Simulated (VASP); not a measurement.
Runs of VASP 6.6.1 on NaCl. The structure is that of space group I4/mmm (No. 139), or close to it. The cells are those of the table. 

```csv
cell,gap on the mesh (eV),pressure (GPa)
"a = 4.017, b = 4.017, c = 3.684 Å, angles 62.7, 62.7, 54.6°, 2 atoms",5.23,3.6
"a = 4.017, b = 4.017, c = 4.325 Å, angles 57.4, 57.4, 65.1°, 2 atoms",4.63,-0.7
"a = 3.932, b = 3.932, c = 3.684 Å, angles 62.1, 62.1, 55.9°, 2 atoms",5.38,(b)
"a = 3.925, b = 3.925, c = 4.005 Å, angles 59.3, 59.3, 61.3°, 2 atoms",5.03,0.4
"a = 3.848, b = 3.848, c = 3.684 Å, angles 61.4, 61.4, 57.2°, 2 atoms",5.55,(a)
```

Alike in all rows: task single point; level PBEsol; potentials or basis VASP PAW PBE potentials, release 64 (Na_pv, Cl); no spin polarisation; k mesh 8 × 8 × 8; cutoff (eV) 520; smearing gaussian 0.05 eV.

Task: Estimate the missing entries.

Result: (a) 5.5; (b) 4.4.

Caveats: the PAW data sets were made with another functional, which shifts forces and pressure a little; the cell stands under pressure (at least some runs).

A k mesh can miss the band edges.
